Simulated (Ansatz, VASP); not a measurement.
# Rh in VASP and in Ansatz

INCAR

```
SYSTEM = Rh
PREC = Accurate
ENCUT = 520
EDIFF = 1E-6
ISMEAR = -1
SIGMA = 0.1
LREAL = .FALSE.
LASPH = .TRUE.
NELM = 80
ALGO = Normal
ISIF = 2
LWAVE = .FALSE.
LCHARG = .FALSE.
GGA = PE
NBANDS = 22
```

KPOINTS

```
Automatic mesh
0
G
  18 18 10
  0 0 0
```

Contents of POSCAR:

```
Rh
1.0
    2.6089464967      0.0000000000      0.0000000000
   -1.3044732483      2.2594139433      0.0000000000
    0.0000000000      0.0000000000      4.2171156694
Rh
2
Direct
    0.3333333333      0.6666666667      0.2500000000
    0.6666666667      0.3333333333      0.7500000000
```

Input for Ansatz:

```yaml
crystal:
  lattice:
    - [2.6089464967, 0.0, 0.0]
    - [-1.3044732483, 2.2594139433, 0.0]
    - [0.0, 0.0, 4.2171156694]
  atoms:
    - { symbol: Rh, position: [0.3333333333, 0.6666666667, 0.25] }
    - { symbol: Rh, position: [0.6666666667, 0.3333333333, 0.75] }
kpoints:
  mp_grid: { grid: [18, 18, 10] }
scf:
  occupations: { method: fermi_dirac, width: 0.1 }
hamiltonian:
  xc: pbe
  pseudopotentials: { kind: paw }
output:
  forces: true
  stress: true
  eigenvalues: true
  populations: true
```

Change from the starting cell: volume scaled by 0.88, PAW files.

Alike in both runs: task single point; functional PBE; k mesh 18 × 18 × 10; occupations fermi-dirac, width 0.1 eV; no spin polarisation.

|  | VASP | Ansatz |
| --- | --- | --- |
| version | VASP 6.6.1 | Ansatz 0.2.0 |
| potentials or method | VASP PAW PBE potentials, release 64 (Rh_pv) | PAW with Ansatz's default frozen-core files, scalar-relativistic |
| plane-wave cutoff (eV) | 520 | 420 |
| valence electrons in the cell | 30 | 34 |

```tsv
	VASP	Ansatz	Ansatz less VASP
pressure (GPa)	44.8	44.8	-0.06
traceless stress, the component that is largest in VASP (GPa)	-0.03	-0.05	-0.023
```

Both programs put the cell under a high pressure, so it lies far from rest at this level. With one functional, cell and mesh, what is left measures potentials, basis and numerics. VASP's potentials hold 30 valence electrons a cell and Ansatz's 34, so a difference there can come from the potentials and not from the codes.
